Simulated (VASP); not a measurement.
Na:

```xyz
1
Lattice="3.7083 0.0000 0.0000 -1.2361 3.4962 0.0000 -1.2361 -1.7481 3.0278" Properties=species:S:1:pos:R:3 pbc="T T T"
Na    0.0000    0.0000    0.0000
```

* Program: VASP 6.6.1
* Task: relaxation of cell and atoms
* Functional: PBEsol
* Potentials or basis: VASP PAW PBE potentials, release 64 (Na_pv)
* Cutoff: 600 eV
* k mesh: 7 × 7 × 7
* Occupations: fermi-dirac, width 0.02 eV
* Spin: no spin polarisation

At the start: pressure -0.6 GPa; volume 39.26 Å³/atom.

Question: Where does the relaxation end?

Answer: Over 3 steps the energy falls by 5.6 meV/atom and the volume is 36.23 Å³/atom (-7.7 %); space group Im-3m (No. 229, to 0.1 Å) before and after.

The path:
| step | energy change (eV) | largest force (eV/Å) | pressure (GPa) | volume (Å³) |
| --- | --- | --- | --- | --- |
| 1 | 0.0000 | 0.0000 | -0.56 | 39.26 |
| 2 | -0.0024 | 0.0000 | -0.44 | 38.48 |
| 3 | -0.0056 | 0.0000 | -0.02 | 36.23 |

Final structure:
```yaml
crystal:
  lattice:
    - [3.61031, 0.00000, 0.00000]
    - [-1.20344, 3.40383, 0.00000]
    - [-1.20344, -1.70192, 2.94781]
  atoms:
    - { symbol: Na, position: [0.00000, 0.00000, 0.00000] }
```

Caveat: the PAW data sets were made with another functional, which shifts forces and pressure a little.
